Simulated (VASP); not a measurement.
Wanted: the native input for a VASP 6.6.1 run.

- Task: single point
- Functional: PBE
- Potentials or basis: VASP PAW PBE potentials, release 64 (Sn_d, O)
- Cutoff: 520 eV
- k mesh: 6 × 6 × 8
- Occupations: gaussian, width 0.02 eV
- Spin: no spin polarisation
- Dipole correction: no
- Further INCAR settings: ALGO = Normal; EDIFF = 1e-06; NBANDS = 35

The structure of SnO2 lies in POSCAR:

```
SnO2
1.0
    4.8274196559      0.0000000000      0.0000000000
    0.0000000000      4.8274196559      0.0000000000
    0.0000000000      0.0000000000      3.2380690887
Sn O
2 4
Direct
    0.0000000000      0.0000000000      0.0000000000
    0.5000000000      0.5000000000      0.5000000000
    0.3065442634      0.3065442634      0.0000000000
    0.1934557366      0.8065442634      0.5000000000
    0.6934557366      0.6934557366      0.0000000000
    0.8065442634      0.1934557366      0.5000000000
```

These files were run (other wordings do the same):

INCAR

```
SYSTEM = SnO2
ALGO = Normal
EDIFF = 1E-6
ENCUT = 520
GGA = PE
ISIF = 2
ISMEAR = 0
LASPH = .TRUE.
LCHARG = .FALSE.
LREAL = .FALSE.
LWAVE = .FALSE.
NBANDS = 35
NELM = 60
PREC = Accurate
SIGMA = 0.02
```

KPOINTS

```
k-points
0
G
  6 6 8
  0 0 0
```

Potentials or basis: VASP PAW PBE potentials, release 64 (Sn_d, O).

Command:

```sh
$ cat potpaw_PBE.64/Sn_d/POTCAR potpaw_PBE.64/O/POTCAR > POTCAR
$ mpirun -np 1 vasp_std > vasp.out
```

It gave:

The pressure is 0.6 GPa. The largest force is 0.012 eV/Å. The band gap on the k mesh is 0.67 eV.

Caveat: semilocal functionals underestimate gaps, and a narrow one can read as zero; spin-orbit coupling is left out, which moves the levels of the heavy elements.

Wall time 2.2 min on 1 thread of Intel Xeon 8259CL (shared host), peak memory 0.24 GiB.
